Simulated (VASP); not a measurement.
# SiC (F-43m) in VASP: notebook

The runs below take SiC through single point, with r2SCAN.

All numbers are computed with VASP 6.6.1; they aren't measurements. Logs are shortened: lines on timing, memory, paths and dates and some standing lists are left out, and cuts for length are marked.

## (1) The cell of the first run

The structure is cubic, space group F-43m (No. 216). Conventional cell: a = 4.272 Å, b = 4.272 Å, c = 4.272 Å, α = 90.00°, β = 90.00°, γ = 90.00°. Si (site symmetry -43m) has 4 C at 1.85 Å within 2.5 Å. Within 2.5 Å of C (site symmetry -43m) lie 4 Si at 1.85 Å.

## (2) Single point, r2SCAN

Input file POSCAR:

```
SiC
1.0
    2.1357600988      2.1357600988      0.0000000000
   -2.1357600988      2.1357600988      0.0000000000
    0.0000000000      2.1357600988      2.1357600988
Si C
1 1
Direct
    0.0000000000      0.0000000000      0.0000000000
    0.7500000000      0.2500000000      0.5000000000
```

Input file INCAR.step1:

```
SYSTEM = SiC
ALGO     = Normal         ! electronic algorithm
EDIFF    = 1E-4           ! SCF threshold, eV
ENCUT    = 520            ! plane-wave cutoff, eV
GGA      = PE             ! functional
ISMEAR   = 0              ! smearing method
LASPH    = .True.         ! aspherical terms in the spheres
LCHARG   = .False.        ! write CHGCAR
LREAL    = .False.        ! projectors in reciprocal space
LWAVE    = .True.         ! write WAVECAR
NBANDS   = 11             ! bands
NELM     = 60             ! most SCF steps
PREC     = Accurate       ! precision mode
SIGMA    = 0.01           ! smearing width, eV
```

Input file INCAR.step2:

```
SYSTEM = SiC
ALGO     = Normal         ! electronic algorithm
EDIFF    = 1E-6           ! SCF threshold, eV
ENCUT    = 520            ! plane-wave cutoff, eV
ISIF     = 2              ! what is computed and relaxed
ISMEAR   = 0              ! smearing method
ISTART   = 1            
LASPH    = .True.         ! aspherical terms in the spheres
LCHARG   = .False.        ! write CHGCAR
LMIXTAU  = .True.       
LREAL    = .False.        ! projectors in reciprocal space
LWAVE    = .False.        ! write WAVECAR
METAGGA  = R2SCAN         ! meta-GGA
NBANDS   = 11             ! bands
NELM     = 60             ! most SCF steps
PREC     = Accurate       ! precision mode
SIGMA    = 0.01           ! smearing width, eV
```

Input file KPOINTS:

```
k-points
0
Gamma
  10 10 10
  0 0 0
```

Potentials or basis: VASP PAW PBE potentials, release 64 (Si, C).

Command:

```console
$ cat potpaw_PBE.64/Si/POTCAR potpaw_PBE.64/C/POTCAR > POTCAR
$ cp INCAR.step1 INCAR
$ mpirun -np 1 vasp_std > vasp.out
$ cp INCAR.step2 INCAR
$ mpirun -np 1 vasp_std > vasp.out
```

OUTCAR:

```text
SYSTEM = SiC
   EDIFF = 1E-6
   ENCUT = 520
   ISIF = 2
   ISMEAR = 0
   ISTART = 1
   LASPH = .True.
   LREAL = .False.
   METAGGA = R2SCAN
   NELM = 60
   PREC = Accurate

 ion  position               nearest neighbor table
   1  0.000  0.000  0.000-   2 1.85   2 1.85   2 1.85   2 1.85
   2  0.750  0.250  0.500-   1 1.85   1 1.85   1 1.85   1 1.85

  LATTYP: Found a face centered cubic cell.
 ALAT       =     4.2715201976

  Lattice vectors:

 A1 = (   0.0000000000,   2.1357600988,   2.1357600988)
 A2 = (   2.1357600988,   0.0000000000,   2.1357600988)
 A3 = (   2.1357600988,   2.1357600988,   0.0000000000)

Analysis of symmetry for initial positions (statically):
=====================================================================
 Subroutine PRICEL returns:
 Original cell was already a primitive cell.

 Routine SETGRP: Setting up the symmetry group for a
 face centered cubic supercell.

 Subroutine GETGRP returns: Found 24 space group operations
 (whereof 24 operations were pure point group operations)
 out of a pool of 48 trial point group operations.

The static configuration has the point symmetry T_d .

Analysis of symmetry for dynamics (positions and initial velocities):
=====================================================================
 Subroutine PRICEL returns:
 Original cell was already a primitive cell.

 Routine SETGRP: Setting up the symmetry group for a
 face centered cubic supercell.

 Subroutine GETGRP returns: Found 24 space group operations
 (whereof 24 operations were pure point group operations)
 out of a pool of 48 trial point group operations.

The dynamic configuration has the point symmetry T_d .

 Subroutine INISYM returns: Found 24 space group operations
 (whereof 24 operations are pure point group operations),
 and found     1 'primitive' translations

----------------------------------------------------------------------------------------

                                     Primitive cell

  volume of cell :      19.4844

  direct lattice vectors                    reciprocal lattice vectors
     2.135760099  2.135760099  0.000000000     0.234108691  0.234108691 -0.234108691
    -2.135760099  2.135760099  0.000000000    -0.234108691  0.234108691 -0.234108691
     0.000000000  2.135760099  2.135760099     0.000000000  0.000000000  0.468217381

  length of vectors
     3.020420898  3.020420898  3.020420898     0.405488146  0.405488146  0.468217381

  position of ions in fractional coordinates (direct lattice)
     0.000000000  0.000000000  0.000000000
     0.750000000  0.250000000  0.500000000
[... 81 lines left out ...]
   IBRION =     -1    ionic relax: 0-MD 1-quasi-New 2-CG
   NFREE  =      0    steps in history (QN), initial steepest desc. (CG)
   ISIF   =      2    stress and relaxation
   ISYM   =      2    0-nonsym 1-usesym 2-fastsym
   POTIM  = 0.5000    time-step for ionic-motion
   TEBEG  =    0.0;   TEEND  =   0.0 temperature during run
   PSTRESS=    0.0 pullay stress
   NELECT =       8.0000    total number of electrons
   NUPDOWN=      -1.0000    fix difference up-down
   EMIN   =  10.00;   EMAX   =-10.00  energy-range for DOS
   EFERMI =   0.00;   METHOD = LEGACY
   ISMEAR =     0;   SIGMA  =   0.01  broadening in eV -4-tet -1-fermi 0-gaus
   EFERMI_NEDOS =   21; number of points for ismear=-14 and -15
   IALGO  =     38    algorithm
   IMIX   =      4    mixing-type and parameters
     AMIX     =   0.40;   BMIX     =  1.00
     AMIX_MAG =   1.60;   BMIX_MAG =  1.00
  volume/ion in A,a.u.               =       9.74        65.74
  Fermi-wavevector in a.u.,A,eV,Ry     =   1.216771  2.299365 20.143873  1.480533
  Thomas-Fermi vector in A             =   2.352114
   LORBIT       =      0    0 simple, 1 ext, 2 COOP (PROOUT), +10 PAW based schemes
   METAGGA = R2SCAN    functional components
   LHFCALC =     F    Hartree Fock is set to
   AEXX    =    0.0000 exact exchange contribution
   IVDW    =     0    specifies the selected vdW correction
   LEPSILON=     F    determine dielectric tensor
   LRPA    =     F    only Hartree local field effects (RPA)
 non-spin polarized calculation
 Gauss-broadening in eV      SIGMA  =   0.01
  energy-cutoff  :      520.00
  volume of cell :       19.48
 maximum number of plane-waves:       544
   NGX = 11   NGY = 11   NGZ = 11

 number of electron       7.9999999 magnetization

 Free energy of the ion-electron system (eV)
  ---------------------------------------------------
  ext. energy  EPLUGINS =         0.00000000
  ---------------------------------------------------
  free energy    TOTEN  =       -19.27521263 eV

  energy without entropy =      -19.27521263  energy(sigma->0) =      -19.27521263

 E-fermi :   8.8392     XC(G=0): -12.2061

 val. band max:        8.6671931380   @ k =   0.0000   0.0000   0.0000
 cond. band min:      10.3512207755   @ k =   0.5000   0.5000   0.0000
 fundamental gap:      1.6840276375
 Fermi energy:         8.8391801128

 k-point     1 :       0.0000    0.0000    0.0000
  band No.  band energies     occupation
      1      -7.9986      2.00000
      2       8.6672      2.00000
      3       8.6672      2.00000
      4       8.6672      2.00000
      5      16.2633      0.00000
      6      16.9790      0.00000
      7      16.9790      0.00000
      8      16.9790      0.00000
      9      24.2543      0.00000
     10      24.2543      0.00000
     11      27.4402      0.00000
[... 309 lines left out ...]
 k-point    24 :       0.4000    0.3000    0.0000
  band No.  band energies     occupation
      1      -2.9372      2.00000
      2       0.8891      2.00000
      3       3.0350      2.00000
      4       6.1787      2.00000
      5      12.8519      0.00000
      6      18.5072      0.00000
      7      20.8121      0.00000
      8      21.6896      0.00000
      9      23.6383      0.00000
     10      25.5953      0.00000
     11      32.3858      0.00000

 [... further k-points ...]
[... 5 lines left out ...]
  --------------------------------------------------------------------------------------
  -------------------------------------------------------------------------------------
  Total        1.7969427      1.7969427      1.7969427     -0.0000000     -0.0000000     -0.0000000
  in kB      147.7601757    147.7601757    147.7601757     -0.0000000     -0.0000000     -0.0000000
  external PRESSURE =     147.7601757 kB  Pullay stress =       0.0000000 kB

 VOLUME and BASIS-vectors are now :
 -----------------------------------------------------------------------------
  energy-cutoff  :      520.00
  volume of cell :       19.48
      direct lattice vectors                 reciprocal lattice vectors
     2.135760099  2.135760099  0.000000000     0.234108691  0.234108691 -0.234108691
    -2.135760099  2.135760099  0.000000000    -0.234108691  0.234108691 -0.234108691
     0.000000000  2.135760099  2.135760099     0.000000000  0.000000000  0.468217381

 POSITION                                       TOTAL-FORCE (eV/Angst)
 -----------------------------------------------------------------------------------
      0.00000      0.00000      0.00000        -0.000000     -0.000000      0.000000
      1.06788      3.20364      1.06788         0.000000      0.000000      0.000000
 -----------------------------------------------------------------------------------
    total drift:                                0.000001      0.000000     -0.000000

  FREE ENERGIE OF THE ION-ELECTRON SYSTEM (eV)
  ---------------------------------------------------
  free  energy   TOTEN  =       -19.2752126266 eV

  energy  without entropy=      -19.2752126266  energy(sigma->0) =      -19.27521263
```

It took 56 s on 1 thread of Intel Xeon 8259CL, shared host; peak memory 0.14 GiB.

What came out:

| Property | Result |
| --- | --- |
| Free energy | -19.2752 eV |
| Pressure | 14.8 GPa |
| Band gap on the k mesh | 1.68 eV (least direct gap 5.13 eV) |

Caveat: the cell stands under pressure; the PAW data sets were made with another functional, which shifts forces and pressure a little.

## (3) Single point, r2SCAN

This run uses another cell than the first one, of 10.24 Å³/atom.

Input file POSCAR:

```
SiC
1.0
    2.1718613537      2.1718613537      0.0000000000
   -2.1718613537      2.1718613537      0.0000000000
    0.0000000000      2.1718613537      2.1718613537
Si C
1 1
Direct
    0.0000000000      0.0000000000      0.0000000000
    0.7500000000      0.2500000000      0.5000000000
```

Input file INCAR.step1:

```
PREC = Accurate
ENCUT = 520
ISMEAR = 0
SIGMA = 0.01
LREAL = F
LASPH = T
NELM = 60
NBANDS = 11
GGA = PE
ALGO = Normal
EDIFF = 1E-4
LWAVE = T
LCHARG = F
```

Input file INCAR.step2:

```
PREC = Accurate
ENCUT = 520
EDIFF = 1E-7
ISMEAR = 0
SIGMA = 0.01
LREAL = F
LASPH = T
NELM = 60
ALGO = Normal
ISIF = 2
LWAVE = F
LCHARG = F
METAGGA = R2SCAN
LMIXTAU = T
NBANDS = 11
ISTART = 1
```

Input file KPOINTS:

```
Automatic mesh
0
Gamma
  10 10 10
```

Potentials or basis: VASP PAW PBE potentials, release 64 (Si, C).

Command:

```console
$ cat potpaw_PBE.64/Si/POTCAR potpaw_PBE.64/C/POTCAR > POTCAR
$ cp INCAR.step1 INCAR
$ mpirun -np 1 vasp_std > vasp.out
$ cp INCAR.step2 INCAR
$ mpirun -np 1 vasp_std > vasp.out
```

It took 61 s on 1 thread of Intel Xeon 8259CL, shared host; peak memory 0.14 GiB.

Results (log left out):

* Free energy: -19.3260 eV
* Pressure: 1.8 GPa
* Band gap on the k mesh: 1.72 eV (least direct gap 5.07 eV)

Levels at points of the mesh, in eV from the valence-band top:
| k point | band 1 | band 2 | band 3 | band 4 | band 5 | band 6 | band 7 | band 8 |
| --- | --- | --- | --- | --- | --- | --- | --- | --- |
| (0.00, 0.00, 0.00) | -16.26 | 0.00 | 0.00 | 0.00 | 6.96 | 7.92 | 7.92 | 7.92 |
| (0.50, 0.00, 0.00) | -12.60 | -8.87 | -1.11 | -1.11 | 6.09 | 7.79 | 7.79 | 11.01 |
| (0.50, 0.50, 0.00) | -11.12 | -8.08 | -3.35 | -3.35 | 1.72 | 4.86 | 15.25 | 15.25 |

Caveat: the PAW data sets were made with another functional, which shifts forces and pressure a little. A k mesh can miss the band edges.
